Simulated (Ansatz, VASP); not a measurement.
## GaAs: VASP beside Ansatz

File POSCAR:

```
GaAs
1.0
    3.8101400000      0.0000000000      0.0000000000
    0.0000000000      3.8101400000      0.0000000000
    0.0000000000      0.0000000000      2.7389100000
Ga As
1 1
Direct
    0.5000000000      0.5000000000      0.5000000000
    0.0000000000      0.0000000000      0.5000000000
```

Contents of INCAR.step1:

```
SYSTEM = GaAs
ALGO     = Normal         ! electronic algorithm
EDIFF    = 1E-5           ! SCF threshold, eV
ENCUT    = 520            ! plane-wave cutoff, eV
GGA      = PE             ! functional
ISIF     = 2              ! what is computed and relaxed
ISMEAR   = -1             ! smearing method
LASPH    = .TRUE.         ! aspherical terms in the spheres
LREAL    = .FALSE.        ! projectors in reciprocal space
LWAVE    = .TRUE.         ! write WAVECAR
NBANDS   = 16             ! bands
NELM     = 100            ! most SCF steps
PREC     = Accurate       ! precision mode
SIGMA    = 0.05           ! smearing width, eV
```

Contents of INCAR.step2:

```
SYSTEM = GaAs
ALGO     = Normal         ! electronic algorithm
EDIFF    = 1E-6           ! SCF threshold, eV
ENCUT    = 520            ! plane-wave cutoff, eV
GGA      = PE             ! functional
HFSCREEN = 0.2079         ! screening, 1/A
ISIF     = 2              ! what is computed and relaxed
ISMEAR   = -1             ! smearing method
ISTART   = 1            
LASPH    = .TRUE.         ! aspherical terms in the spheres
LCHARG   = .TRUE.         ! write CHGCAR
LELF     = .TRUE.         ! ELF
LHFCALC  = .TRUE.         ! exact exchange
LREAL    = .FALSE.        ! projectors in reciprocal space
LVHAR    = .TRUE.       
LWAVE    = .FALSE.        ! write WAVECAR
NBANDS   = 16             ! bands
NELM     = 100            ! most SCF steps
PREC     = Accurate       ! precision mode
PRECFOCK = Normal       
SIGMA    = 0.05           ! smearing width, eV
```

File KPOINTS:

```
k-points
0
G
  4 4 5
  0 0 0
```

File input:

```
crystal:
  lattice:
    - [3.81014, 0.0, 0.0]
    - [0.0, 3.81014, 0.0]
    - [0.0, 0.0, 2.73891]
  atoms:
    - { symbol: Ga, position: [0.5, 0.5, 0.5] }
    - { symbol: As, position: [0.0, 0.0, 0.5] }
hamiltonian:
  xc: hse06
  pseudopotentials: { kind: paw }
kpoints:
  mp_grid: { grid: [4, 4, 5] }
  band_path:
    path:
      - [[0.0, 0.0, 0.0], [0.0, 0.5, 0.0], [0.5, 0.5, 0.0], [0.0, 0.0, 0.0], [0.0, 0.0, 0.5], [0.0, 0.5, 0.5], [0.5, 0.5, 0.5], [0.0, 0.0, 0.5]]
      - [[0.0, 0.5, 0.0], [0.0, 0.5, 0.5]]
      - [[0.5, 0.5, 0.0], [0.5, 0.5, 0.5]]
    npoints: 4
scf:
  occupations: { method: fermi_dirac, width: 0.05 }
  n_extra_bands: 6
output:
  forces: true
  stress: true
  eigenvalues: true
  fatbands: false
```

Alike in both runs: functional HSE06; k mesh 4 × 4 × 5; occupations fermi-dirac, width 0.05 eV; no spin polarisation.

```csv
,VASP,Ansatz
version,VASP 6.6.1,Ansatz 0.2.0
potentials or method,"VASP PAW PBE potentials, release 64 (Ga_d, As)",Ansatz PAW
plane-wave cutoff (eV),520,420
valence electrons in the cell,18,28
task,single point,band structure
```

```tsv
	VASP	Ansatz	Ansatz less VASP
gap on the k mesh at the Fermi level (eV)	none	none	-
pressure (GPa)	-0.7	-0.6	+0.06
traceless stress, the component that is largest in VASP (GPa)	-12.07	-12.09	-0.022
```

A gap of «none» marks a metal or a gap that the smearing closes. VASP's potentials hold 18 valence electrons a cell and Ansatz's 28, so a difference there can come from the potentials and not from the codes.

The k mesh is coarse, so the values compare programs but aren't converged.
